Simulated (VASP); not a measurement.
Wanted: the native input for a VASP 6.6.1 run.

- Task: single point
- Functional: PBEsol
- Potentials or basis: VASP PAW PBE potentials, release 64 (Se)
- Cutoff: 520 eV
- k mesh: 20 × 20 × 20
- Occupations: gaussian, width 0.1 eV
- Spin: non-collinear spin, zero start, spin-orbit coupling
- Starting moments: [[0.0, 0.0, 0.0]] μB
- Dipole correction: no
- Further INCAR settings: ALGO = Normal; EDIFF = 1e-06; NBANDS = 17

The structure of Se lies in POSCAR:

```
Se
1.0
   -1.4133363902      1.4133363902      1.4133363902
    1.4133363902     -1.4133363902      1.4133363902
    1.4133363902      1.4133363902     -1.4133363902
Se
1
Direct
    0.0000000000      0.0000000000      0.0000000000
```

This isn't the form of Se at room conditions, which is trigonal, of chains.

The input as run:

INCAR

```
SYSTEM = Se
ALGO = Normal ; EDIFF = 1E-6
ENCUT = 520 ; GGA = PS
GGA_COMPAT = .FALSE. ; ISIF = 2
ISMEAR = 0 ; LASPH = .TRUE.
LCHARG = .TRUE. ; LORBIT = 11
LORBMOM = .TRUE. ; LREAL = .FALSE.
LSORBIT = .TRUE. ; LVHAR = .TRUE.
LWAVE = .FALSE. ; MAGMOM = 0 0 0
NBANDS = 17 ; NELM = 150
PREC = Accurate ; SIGMA = 0.1
```

KPOINTS

```
k-points
0
G
  20 20 20
  0 0 0
```

Potentials or basis: VASP PAW PBE potentials, release 64 (Se).

Run with:

```sh
$ cat potpaw_PBE.64/Se/POTCAR > POTCAR
$ mpirun -np 1 vasp_ncl > vasp.out
```

Results of the run:

The pressure is 150.6 GPa, the net moment is 0.00 μB per cell and the valence electrons inside the program's atomic spheres are Se 4.17.

Caveat: the cell stands under pressure; the PAW data sets were made with another functional, which shifts forces and pressure a little.

Wall time 32 s on 1 thread of Intel(R) Xeon(R) 6975P-C (Granite Rapids) (shared host), peak memory 0.19 GiB.
